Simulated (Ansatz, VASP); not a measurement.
## SrO in VASP and in Ansatz

Contents of INCAR:

```
PREC = Accurate
ENCUT = 520
EDIFF = 1E-6
ISMEAR = 0
SIGMA = 0.01
LREAL = False
LASPH = True
NELM = 100
ALGO = Normal
ISIF = 2
LWAVE = False
LCHARG = True
GGA = PE
LELF = True
LVHAR = True
NBANDS = 15
```

KPOINTS

```
Automatic mesh
0
Gamma
  6 6 6
```

Contents of POSCAR:

```
SrO
1.0
    3.1028650697      0.0000000000      0.0000000000
    0.0000000000      3.1028650697      0.0000000000
    0.0000000000      0.0000000000      3.1028650697
Sr O
1 1
Direct
    0.0000000000      0.0000000000      0.0000000000
    0.5000000000      0.5000000000      0.5000000000
```

Input for Ansatz:

```yaml
crystal:
  lattice:
    - [3.1028650697, 0.0, 0.0]
    - [0.0, 3.1028650697, 0.0]
    - [0.0, 0.0, 3.1028650697]
  atoms:
    - { symbol: Sr, position: [0.0, 0.0, 0.0] }
    - { symbol: O, position: [0.5, 0.5, 0.5] }
kpoints:
  mp_grid: { grid: [6, 6, 6] }
hamiltonian:
  xc: pbe
scf:
  occupations: { method: fixed }
  n_extra_bands: 4
output:
  forces: true
  stress: true
  eigenvalues: true
```

Alike in both runs: task single point; functional PBE; k mesh 6 × 6 × 6; no spin polarisation.

```csv
,VASP,Ansatz
version,VASP 6.6.1,Ansatz 0.2.0
potentials or method,"VASP PAW PBE potentials, release 64 (Sr_sv, O)","plane waves, PAW"
plane-wave cutoff (eV),520,420
occupations,"gaussian, width 0.01 eV",fixed
valence electrons in the cell,16,16
```

|  | VASP | Ansatz | Ansatz less VASP |
| --- | --- | --- | --- |
| gap on the k mesh at the Fermi level (eV) | 2.75 | 2.80 | +0.055 |
| pressure (GPa) | 3.6 | 2.8 | -0.79 |
